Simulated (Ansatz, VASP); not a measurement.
**Pt in VASP and in Ansatz**

Contents of INCAR:

```
SYSTEM = Pt
ALGO = Fast
EDIFF = 1E-7
ENCUT = 520
GGA = PS
ISIF = 2
ISMEAR = 0
LASPH = .TRUE.
LCHARG = .TRUE.
LELF = .TRUE.
LREAL = .FALSE.
LVHAR = .TRUE.
LWAVE = .FALSE.
NBANDS = 39
NELM = 60
PREC = Accurate
SIGMA = 0.15
```

Contents of KPOINTS:

```
k-points
0
G
  19 19 4
  0 0 0
```

Contents of POSCAR:

```
Pt
1.0
    1.9579000000     -1.9579000000      0.0000000000
    1.9579000000      0.0000000000     -1.9579000000
    7.7449974596      7.7449974596      7.7449974596
Pt
6
Direct
    0.6666666667      0.6666666667      0.0842482919
    0.0000000000      0.0000000000      0.9268997411
    0.3333333333      0.3333333333      0.2527785817
    0.6666666667      0.6666666667      0.5898391614
    0.0000000000      0.0000000000      0.4213088716
    0.3333333333      0.3333333333      0.7583694512
```

Input for Ansatz:

```yaml
crystal:
  lattice:
    - [1.9579, -1.9579, 0.0]
    - [1.9579, 0.0, -1.9579]
    - [7.7449974596, 7.7449974596, 7.7449974596]
  atoms:
    - { symbol: Pt, position: [0.6666666667, 0.6666666667, 0.0842482919] }
    - { symbol: Pt, position: [0.0, 0.0, 0.9268997411] }
    - { symbol: Pt, position: [0.3333333333, 0.3333333333, 0.2527785817] }
    - { symbol: Pt, position: [0.6666666667, 0.6666666667, 0.5898391614] }
    - { symbol: Pt, position: [0.0, 0.0, 0.4213088716] }
    - { symbol: Pt, position: [0.3333333333, 0.3333333333, 0.7583694512] }
basis:
  ecutwfc: 420
kpoints:
  mp_grid: { grid: [19, 19, 4] }
hamiltonian:
  xc: pbesol
scf:
  occupations: { method: gaussian, width: 0.15 }
output:
  forces: true
  stress: true
  eigenvalues: true
```

Alike in both runs: task single point; functional PBEsol; k mesh 19 × 19 × 4; occupations gaussian, width 0.15 eV; no spin polarisation.

|  | VASP | Ansatz |
| --- | --- | --- |
| version | VASP 6.6.1 | Ansatz 0.2.0 |
| potentials or method | VASP PAW PBE potentials, release 64 (Pt), cutoff 520 eV | scalar-relativistic, plane waves, PAW |
| valence electrons in the cell | 60 | 108 |

Ansatz gave:

```
gap on the k mesh at the Fermi level (eV)                     : none
pressure (GPa)                                                : 4.6
traceless stress, the component that is largest in VASP (GPa) : 0.70
rms of the force components (eV/Å)                            : 0.449
```

**Question.** What did VASP give for the same quantities?

**Answer.** gap on the k mesh at the Fermi level (eV): none; pressure (GPa): 4.2; traceless stress, the component that is largest in VASP (GPa): 0.71; rms of the force components (eV/Å): 0.448.

VASP's potentials were made for PBE, not for PBEsol. Atom by atom the forces differ by 0.001 eV/Å (rms over components). A gap of «none» marks a metal or a gap that the smearing closes. With one functional, cell and mesh, what is left measures potentials, basis and numerics. VASP's potentials hold 60 valence electrons a cell and Ansatz's 108, so a difference there can come from the potentials and not from the codes.

Spin-orbit coupling is off throughout.
